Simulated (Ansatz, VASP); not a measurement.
# Two plane-wave programs on W

```
CELL_PARAMETERS angstrom
3.21741 0.00000 0.00000
0.00000 3.13584 0.00000
0.00000 0.00000 3.13584
ATOMIC_POSITIONS crystal
W 0.00000 0.00000 0.00000
W 0.50000 0.50000 0.50000
```

Alike in both runs: task single point; functional PBEsol; k mesh 16 × 16 × 16; occupations tetrahedron; no spin polarisation.

|  | VASP | Ansatz |
| --- | --- | --- |
| version | VASP 6.6.1 | Ansatz 0.2.0 |
| potentials or method | VASP PAW PBE potentials, release 64 (W_sv), cutoff 500 eV | scalar-relativistic, plane waves, PAW |
| valence electrons in the cell | 28 | 28 |

|  | VASP | Ansatz | Ansatz less VASP |
| --- | --- | --- | --- |
| gap on the k mesh at the Fermi level (eV) | none | none | - |
| pressure (GPa) | -1.8 | -2.4 | -0.61 |
| traceless stress, the component that is largest in VASP (GPa) | -5.67 | -5.67 | -0.002 |

VASP's potentials were made for PBE, not for PBEsol. A gap of «none» marks a metal or a gap that the smearing closes. Ansatz's warnings: band table not solved further, tetrahedron derivatives may miss energy slope.

Spin-orbit coupling is off throughout.
